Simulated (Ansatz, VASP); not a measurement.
## CdSe in VASP and in Ansatz

```
CELL_PARAMETERS angstrom
0.09211 3.11633 3.11633
3.11633 0.09211 3.11633
3.11633 3.11633 0.09211
ATOMIC_POSITIONS crystal
Cd 0.00000 0.00000 0.00000
Se 0.25000 0.25000 0.25000
```

Change from the starting cell: equal xy, yz and zx shear strains of +3 %.

Alike in both runs: task single point; functional PBE; k mesh 8 × 8 × 8; occupations fermi-dirac, width 0.03 eV; no spin polarisation.

```csv
,VASP,Ansatz
version,VASP 6.6.1,Ansatz 0.2.0
potentials or method,"VASP PAW PBE potentials, release 64 (Cd, Se), cutoff 520 eV","all-electron LAPW, scalar-relativistic"
```

```csv
,VASP,Ansatz,Ansatz less VASP
pressure (GPa),1.8,1.5,-0.27
"traceless stress, the component that is largest in VASP (GPa)",-1.20,-1.17,+0.027
rms of the force components (eV/Å),0.155,0.149,-0.0062
```

Atom by atom the forces differ by 0.006 eV/Å (rms over components). Ansatz ran all-electron here, and VASP with PAW potentials.
